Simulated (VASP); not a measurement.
# SnTe (Fm-3m) in VASP: a series of runs

SnTe is run at these levels: PBEsol; tasks: single point, relaxation of cell and atoms.

All numbers are computed with VASP 6.6.1; they aren't measurements. Logs are shortened: lines on timing, memory, paths and dates and some standing lists are left out, and cuts for length are marked.

**1. The cell of the first run**

The structure is cubic, space group Fm-3m (No. 225). The conventional cell has a = 5.980 Å, b = 5.980 Å, c = 5.980 Å, α = 90.00°, β = 90.00°, γ = 90.00°. Sn (site symmetry m-3m) has 6 Te at 2.99 Å within 3.9 Å. Te (site symmetry m-3m) has 6 Sn at 2.99 Å within 3.9 Å.

**2. Single point, PBEsol**

Input file INCAR:

```
PREC = Accurate
ENCUT = 520
EDIFF = 1E-7
ISMEAR = 0
SIGMA = 0.01
LREAL = False
LASPH = True
NELM = 60
ALGO = Normal
ISIF = 2
LWAVE = False
LCHARG = True
GGA = PS
LELF = True
LVHAR = True
NBANDS = 17
```

Input file KPOINTS:

```
regular mesh
0
Gamma
  14 14 14
```

Input file POSCAR:

```
SnTe
1.0
    0.0000000000      2.9898673489      2.9898673489
    2.9898673489      0.0000000000      2.9898673489
    2.9898673489      2.9898673489      0.0000000000
Sn Te
1 1
Direct
    0.0000000000      0.0000000000      0.0000000000
    0.5000000000      0.5000000000      0.5000000000
```

Potentials or basis: VASP PAW PBE potentials, release 64 (Sn_d, Te).

Command:

```sh
$ cat potpaw_PBE.64/Sn_d/POTCAR potpaw_PBE.64/Te/POTCAR > POTCAR
$ mpirun -np 1 vasp_std > vasp.out
```

OUTCAR:

```text
PREC = Accurate
   ENCUT = 520
   EDIFF = 1E-7
   ISMEAR = 0
   LREAL = False
   LASPH = True
   NELM = 60
   ISIF = 2
   GGA = PS

 ion  position               nearest neighbor table
   1  0.000  0.000  0.000-   2 2.99   2 2.99   2 2.99   2 2.99   2 2.99   2 2.99
   2  0.500  0.500  0.500-   1 2.99   1 2.99   1 2.99   1 2.99   1 2.99   1 2.99

  LATTYP: Found a face centered cubic cell.
 ALAT       =     5.9797346978

  Lattice vectors:

 A1 = (   0.0000000000,   2.9898673489,   2.9898673489)
 A2 = (   2.9898673489,   0.0000000000,   2.9898673489)
 A3 = (   2.9898673489,   2.9898673489,   0.0000000000)

Analysis of symmetry for initial positions (statically):
=====================================================================
 Subroutine PRICEL returns:
 Original cell was already a primitive cell.

 Routine SETGRP: Setting up the symmetry group for a
 face centered cubic supercell.

 Subroutine GETGRP returns: Found 48 space group operations
 (whereof 48 operations were pure point group operations)
 out of a pool of 48 trial point group operations.

The static configuration has the point symmetry O_h .

Analysis of symmetry for dynamics (positions and initial velocities):
=====================================================================
 Subroutine PRICEL returns:
 Original cell was already a primitive cell.

 Routine SETGRP: Setting up the symmetry group for a
 face centered cubic supercell.

 Subroutine GETGRP returns: Found 48 space group operations
 (whereof 48 operations were pure point group operations)
 out of a pool of 48 trial point group operations.

The dynamic configuration has the point symmetry O_h .

 Subroutine INISYM returns: Found 48 space group operations
 (whereof 48 operations are pure point group operations),
 and found     1 'primitive' translations

----------------------------------------------------------------------------------------

                                     Primitive cell

  volume of cell :      53.4547

  direct lattice vectors                    reciprocal lattice vectors
     0.000000000  2.989867349  2.989867349    -0.167231499  0.167231499  0.167231499
     2.989867349  0.000000000  2.989867349     0.167231499 -0.167231499  0.167231499
     2.989867349  2.989867349  0.000000000     0.167231499  0.167231499 -0.167231499

  length of vectors
     4.228310955  4.228310955  4.228310955     0.289653454  0.289653454  0.289653454

  position of ions in fractional coordinates (direct lattice)
     0.000000000  0.000000000  0.000000000
     0.500000000  0.500000000  0.500000000

  ion indices of the primitive-cell ions
   primitive index   ion index
                 1           1
                 2           2

----------------------------------------------------------------------------------------

 KPOINTS: regular mesh

Automatic generation of k-mesh.
 Grid dimensions read from file:
 generate k-points for:   14   14   14

 Generating k-lattice:

  Cartesian coordinates                     Fractional coordinates (reciprocal lattice)
    -0.011945107  0.011945107  0.011945107     0.071428571  0.000000000  0.000000000
     0.011945107 -0.011945107  0.011945107     0.000000000  0.071428571  0.000000000
     0.011945107  0.011945107 -0.011945107     0.000000000  0.000000000  0.071428571

  Length of vectors
     0.020689532  0.020689532  0.020689532

  Shift w.r.t. Gamma in fractional coordinates (k-lattice)
     0.000000000  0.000000000  0.000000000

 Subroutine IBZKPT returns following result:
 ===========================================

 Found    104 irreducible k-points:

 Following reciprocal coordinates:
            Coordinates               Weight
  0.000000  0.000000  0.000000      1.000000
  0.071429  0.000000  0.000000      8.000000
  0.142857  0.000000  0.000000      8.000000
  0.214286  0.000000  0.000000      8.000000
  0.285714  0.000000  0.000000      8.000000
  0.357143  0.000000  0.000000      8.000000
[... 16 lines left out ...]
  0.214286  0.142857  0.000000     24.000000
  0.285714  0.142857  0.000000     24.000000
 [... further k-points ...]
   k-points           NKPTS =    104   k-points in BZ     NKDIM =    104   number of bands    NBANDS=     17
   number of dos      NEDOS =    301   number of ions     NIONS =      2
   total plane-waves  NPLWV =  32768
   dimension x,y,z NGX =    32 NGY =   32 NGZ =   32
   dimension x,y,z NGXF=    64 NGYF=   64 NGZF=   64
   ions per type =               1   1
   NGX,Y,Z   is equivalent  to a cutoff of  12.58, 12.58, 12.58 a.u.
   NGXF,Y,Z  is equivalent  to a cutoff of  25.16, 25.16, 25.16 a.u.
 SYSTEM =  unknown system
   PREC   = accura    normal or accurate (medium, high low for compatibility)
   ISTART =      0    job   : 0-new  1-cont  2-samecut
   ICHARG =      2    charge: 1-file 2-atom 10-const
   ISPIN  =      1    spin polarized calculation?
   LNONCOLLINEAR =      F non collinear calculations
   LSORBIT =      F    spin-orbit coupling
   LASPH  =      T    aspherical Exc in radial PAW
   ENCUT  =  520.0 eV  38.22 Ry    6.18 a.u.   7.86  7.86  7.86*2*pi/ulx,y,z
   NELM   =     60;   NELMIN=  2; NELMDL= -5     # of ELM steps
   EDIFF  = 0.1E-06   stopping-criterion for ELM
   LREAL  =      F    real-space projection
   EDIFFG = 0.1E-05   stopping-criterion for IOM
   NSW    =      0    number of steps for IOM
   IBRION =     -1    ionic relax: 0-MD 1-quasi-New 2-CG
   NFREE  =      0    steps in history (QN), initial steepest desc. (CG)
   ISIF   =      2    stress and relaxation
   ISYM   =      2    0-nonsym 1-usesym 2-fastsym
   POTIM  = 0.5000    time-step for ionic-motion
   TEBEG  =    0.0;   TEEND  =   0.0 temperature during run
   PSTRESS=    0.0 pullay stress
   NELECT =      20.0000    total number of electrons
   NUPDOWN=      -1.0000    fix difference up-down
   EMIN   =  10.00;   EMAX   =-10.00  energy-range for DOS
   EFERMI =   0.00;   METHOD = LEGACY
   ISMEAR =     0;   SIGMA  =   0.01  broadening in eV -4-tet -1-fermi 0-gaus
   EFERMI_NEDOS =   21; number of points for ismear=-14 and -15
   IALGO  =     38    algorithm
   IMIX   =      4    mixing-type and parameters
     AMIX     =   0.40;   BMIX     =  1.00
     AMIX_MAG =   1.60;   BMIX_MAG =  1.00
  volume/ion in A,a.u.               =      26.73       180.37
  Fermi-wavevector in a.u.,A,eV,Ry     =   1.179658  2.229231 18.933783  1.391594
  Thomas-Fermi vector in A             =   2.315965
   LORBIT       =      0    0 simple, 1 ext, 2 COOP (PROOUT), +10 PAW based schemes
   GGA     = PS    functional components
   LHFCALC =     F    Hartree Fock is set to
   AEXX    =    0.0000 exact exchange contribution
   IVDW    =     0    specifies the selected vdW correction
   LEPSILON=     F    determine dielectric tensor
   LRPA    =     F    only Hartree local field effects (RPA)
 non-spin polarized calculation
 Gauss-broadening in eV      SIGMA  =   0.01
  energy-cutoff  :      520.00
  volume of cell :       53.45
 maximum number of plane-waves:      1459
   NGX = 15   NGY = 15   NGZ = 15

 number of electron      20.0000008 magnetization

 Free energy of the ion-electron system (eV)
  ---------------------------------------------------
  ext. energy  EPLUGINS =         0.00000000
  ---------------------------------------------------
  free energy    TOTEN  =        -8.09841786 eV

  energy without entropy =       -8.09841762  energy(sigma->0) =       -8.09841774

 E-fermi :   8.9763     XC(G=0): -10.3666

 val. band max:        8.9519162426   @ k =  -0.2143   0.1429   0.0000
 cond. band min:       8.9984897825   @ k =   0.5000   0.0000   0.0000
 fundamental gap:      0.0465735399
 Fermi energy:         8.9762950332

 k-point     1 :       0.0000    0.0000    0.0000
  band No.  band energies     occupation
      1     -12.9790      2.00000
      2     -12.9790      2.00000
      3     -12.9609      2.00000
      4     -12.9609      2.00000
      5     -12.9609      2.00000
      6      -5.1775      2.00000
[... 9 lines left out ...]
     16      13.3514      0.00000
     17      15.1478      0.00000

 k-point     2 :       0.0714    0.0000    0.0000
  band No.  band energies     occupation
      1     -12.9795      2.00000
      2     -12.9795      2.00000
      3     -12.9608      2.00000
      4     -12.9603      2.00000
      5     -12.9603      2.00000
      6      -5.1233      2.00000
[... 9 lines left out ...]
     16      13.4837      0.00000
     17      15.6491      0.00000

 k-point     3 :       0.1429    0.0000    0.0000
  band No.  band energies     occupation
      1     -12.9809      2.00000
      2     -12.9809      2.00000
      3     -12.9605      2.00000
      4     -12.9586      2.00000
      5     -12.9586      2.00000
      6      -4.9625      2.00000
[... 9 lines left out ...]
     16      13.8328      0.00000
     17      16.8026      0.00000

 k-point     4 :       0.2143    0.0000    0.0000
  band No.  band energies     occupation
      1     -12.9833      2.00000
      2     -12.9833      2.00000
      3     -12.9600      2.00000
      4     -12.9560      2.00000
      5     -12.9560      2.00000
      6      -4.7020      2.00000
[... 9 lines left out ...]
     16      14.3815      0.00000
     17      18.2907      0.00000
[... 343 lines left out ...]
      1     -12.9858      2.00000
      2     -12.9772      2.00000
      3     -12.9625      2.00000
      4     -12.9570      2.00000
      5     -12.9570      2.00000
      6      -4.8903      2.00000
[... 9 lines left out ...]
     16      14.6677      0.00000
     17      16.1623      0.00000

 k-point    23 :       0.2143    0.1429    0.0000
  band No.  band energies     occupation
      1     -12.9892      2.00000
      2     -12.9771      2.00000
      3     -12.9628      2.00000
      4     -12.9550      2.00000
      5     -12.9546      2.00000
      6      -4.6980      2.00000
[... 9 lines left out ...]
     16      15.2361      0.00000
     17      16.7438      0.00000

 k-point    24 :       0.2857    0.1429    0.0000
  band No.  band energies     occupation
      1     -12.9925      2.00000
      2     -12.9786      2.00000
      3     -12.9623      2.00000
      4     -12.9530      2.00000
      5     -12.9516      2.00000
      6      -4.4128      2.00000
[... 9 lines left out ...]
     16      15.9352      0.00000
     17      17.8940      0.00000

 [... further k-points ...]

------------------------ aborting loop because EDIFF is reached ----------------------------------------

  FORCE on cell =-STRESS in cart. coord.  units (eV):
  Direction    XX          YY          ZZ          XY          YZ          ZX
  --------------------------------------------------------------------------------------
  -------------------------------------------------------------------------------------
  Total        3.3564200      3.3564200      3.3564200     -0.0000000     -0.0000000      0.0000000
  in kB      100.6007278    100.6007278    100.6007278     -0.0000000     -0.0000000      0.0000000
  external PRESSURE =     100.6007278 kB  Pullay stress =       0.0000000 kB

 VOLUME and BASIS-vectors are now :
 -----------------------------------------------------------------------------
  energy-cutoff  :      520.00
  volume of cell :       53.45
      direct lattice vectors                 reciprocal lattice vectors
     0.000000000  2.989867349  2.989867349    -0.167231499  0.167231499  0.167231499
     2.989867349  0.000000000  2.989867349     0.167231499 -0.167231499  0.167231499
     2.989867349  2.989867349  0.000000000     0.167231499  0.167231499 -0.167231499

 POSITION                                       TOTAL-FORCE (eV/Angst)
 -----------------------------------------------------------------------------------
      0.00000      0.00000      0.00000        -0.000000     -0.000000     -0.000000
      2.98987      2.98987      2.98987         0.000000      0.000000      0.000000
 -----------------------------------------------------------------------------------
    total drift:                                0.000000     -0.000000     -0.000000

  FREE ENERGIE OF THE ION-ELECTRON SYSTEM (eV)
  ---------------------------------------------------
  free  energy   TOTEN  =        -8.0984178648 eV

  energy  without entropy=       -8.0984176160  energy(sigma->0) =       -8.09841774
```

Run time: 86 s. Hardware: 1 thread of Intel Xeon Platinum 8259CL at 2.50GHz (Skylake/Cascade Lake), shared host; peak memory 0.24 GiB.

Results:

```yaml
Free_energy: -8.0984 eV
Pressure: 10.1 GPa
Band_gap_on_the_k_mesh: 0.05 eV (least direct gap 0.23 eV)
```

Caveat: the cell stands under pressure; the PAW data sets were made with another functional, which shifts forces and pressure a little; spin-orbit coupling is left out, which moves the levels of the heavy elements. A k mesh can miss the band edges.

**3. Relaxation of cell and atoms, PBEsol, target pressure 10 GPa, at which the enthalpy is minimised**

This run uses another cell than the first one, of 31.09 Å³/atom.

Input file INCAR:

```
ALGO = Normal ; EDIFF = 1E-6
EDIFFG = -0.002 ; ENCUT = 600
GGA = PS ; IBRION = 2
ISIF = 3 ; ISMEAR = 0
LASPH = True ; LCHARG = False
LREAL = False ; LWAVE = False
NELM = 60 ; NSW = 100
PREC = Accurate ; PSTRESS = 100.0
SIGMA = 0.01
```

Input file KPOINTS:

```
k-points
0
Gamma
  14 14 14
```

Input file POSCAR:

```
SnTe
1.0
    0.0000000000      3.1442540763      3.1442540763
    3.1442540763      0.0000000000      3.1442540763
    3.1442540763      3.1442540763      0.0000000000
Sn Te
1 1
Direct
    0.0000000000      0.0000000000      0.0000000000
    0.5000000000      0.5000000000      0.5000000000
```

Potentials or basis: VASP PAW PBE potentials, release 64 (Sn_d, Te).

Command:

```sh
$ cat potpaw_PBE.64/Sn_d/POTCAR potpaw_PBE.64/Te/POTCAR > POTCAR
$ mpirun -np 1 vasp_std > vasp.out
```

Run time: 8.2 min. Hardware: 1 thread of Intel Xeon Platinum 8259CL at 2.50GHz (Skylake/Cascade Lake), shared host; peak memory 0.29 GiB.

It converged, with:

```yaml
Free_energy: -8.1030 eV
Relaxed_volume: 26.76 Å³/atom
Relaxed_cell: a = 4.230 Å, b = 4.230 Å, c = 4.230 Å, α = 60.00°, β = 60.00°, γ = 60.00°
Space_group_after_relaxing_to_0.1_Å: Fm-3m (No. 225)
Energy_change_on_relaxing_the_run_minimises_the_enthalpy: +118.2 meV/atom
Ionic_steps: 11
Pressure_after_relaxing: 10.0 GPa
Band_gap_on_the_k_mesh: 0.05 eV (least direct gap 0.23 eV)
```

Step by step:
| step | energy change (eV) | largest force (eV/Å) | pressure (GPa) | volume (Å³) |
| --- | --- | --- | --- | --- |
| 1 | 0.0000 | 0.0000 | 0.01 | 62.17 |
| 2 | 1.0152 | 0.0000 | 26.68 | 46.31 |
| 3 | 0.2271 | 0.0000 | 9.83 | 53.67 |
| 4 | 0.2371 | 0.0000 | 10.02 | 53.51 |
| 5 | 0.2358 | 0.0000 | 9.96 | 53.53 |
| 6 | 0.2367 | 0.0000 | 10.01 | 53.51 |
| 7 | 0.2365 | 0.0000 | 10.03 | 53.52 |
| 8 | 0.2362 | 0.0000 | 9.98 | 53.52 |
| 9 | 0.2363 | 0.0000 | 9.98 | 53.52 |
| 10 | 0.2364 | 0.0000 | 9.99 | 53.52 |
| 11 | 0.2364 | 0.0000 | 9.99 | 53.52 |

Final structure:
```cif
data_structure
_symmetry_space_group_name_H-M 'P 1'
_symmetry_Int_Tables_number 1
_cell_length_a 4.2300
_cell_length_b 4.2300
_cell_length_c 4.2300
_cell_angle_alpha 60.000
_cell_angle_beta 60.000
_cell_angle_gamma 60.000
_cell_volume 53.52
loop_
_atom_site_label
_atom_site_type_symbol
_atom_site_fract_x
_atom_site_fract_y
_atom_site_fract_z
_atom_site_occupancy
Sn1 Sn 0.00000 0.00000 0.00000 1
Te1 Te 0.50000 0.50000 0.50000 1
```

Levels at points of the mesh, in eV from the valence-band top:
```
           k point  band 8  band 9  band 10  band 11  band 12  band 13
(0.00, 0.00, 0.00)   -2.59   -2.59    -2.59     3.64     3.64     3.64
(0.50, 0.00, 0.00)   -2.20   -2.20    -0.17     0.05     0.05     0.47
(0.50, 0.50, 0.00)   -6.66   -4.58    -4.58     1.43     5.71     5.71
```

Caveat: the cell is relaxed towards a set pressure, so the run minimises the enthalpy, not the energy; the PAW data sets were made with another functional, which shifts forces and pressure a little; spin-orbit coupling is left out, which moves the levels of the heavy elements.
